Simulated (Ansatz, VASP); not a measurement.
V: VASP beside Ansatz

Contents of INCAR:

```
SYSTEM = V
  PREC = Accurate
  ENCUT = 500
  EDIFF = 1E-6
  ISMEAR = 0
  SIGMA = 0.05
  LREAL = .False.
  LASPH = .True.
  NELM = 200
  ALGO = Normal
  ISIF = 2
  LWAVE = .False.
  LCHARG = .False.
  ISPIN = 2
  MAGMOM = 0.05
  LORBIT = 11
  LMAXMIX = 4
  GGA = PE
  NBANDS = 16
  GGA_COMPAT = .False.
```

KPOINTS

```
Automatic mesh
0
Gamma
  20 20 20
  0 0 0
```

Contents of POSCAR:

```
V
1.0
   -1.4983851313      1.4983851313      1.4983851313
    1.4983851313     -1.4983851313      1.4983851313
    1.4983851313      1.4983851313     -1.4983851313
V
1
Direct
    0.0000000000      0.0000000000      0.0000000000
```

Input for Ansatz:

```yaml
crystal:
  lattice:
    - [-1.4983851313, 1.4983851313, 1.4983851313]
    - [1.4983851313, -1.4983851313, 1.4983851313]
    - [1.4983851313, 1.4983851313, -1.4983851313]
  atoms:
    - { symbol: V, position: [0.0, 0.0, 0.0], spin: 0.05 }
basis:
  ecutwfc: 420
  ecutrho_ratio: 4
kpoints:
  mp_grid: { grid: [20, 20, 20] }
hamiltonian:
  xc: pbe
scf:
  occupations: { method: gaussian, width: 0.05 }
output:
  forces: true
  stress: true
  eigenvalues: true
  populations: true
magnetization:
  spin_polarized: true
```

Alike in both runs: task single point; functional PBE; k mesh 20 × 20 × 20; occupations gaussian, width 0.05 eV; collinear spin.

|  | VASP | Ansatz |
| --- | --- | --- |
| version | VASP 6.6.1 | Ansatz 0.2.0 |
| potentials or method | VASP PAW PBE potentials, release 64 (V_sv), cutoff 500 eV | scalar-relativistic, plane waves, PAW |
| valence electrons in the cell | 13 | 13 |

```csv
,VASP,Ansatz,Ansatz less VASP
gap on the k mesh at the Fermi level (eV),none,none,-
pressure (GPa),0.1,0.0,-0.13
net moment per atom (μB),0.00,0.00,0.000
```

A gap of «none» marks a metal or a gap that the smearing closes. Ansatz's warnings: seeded moment not kept.
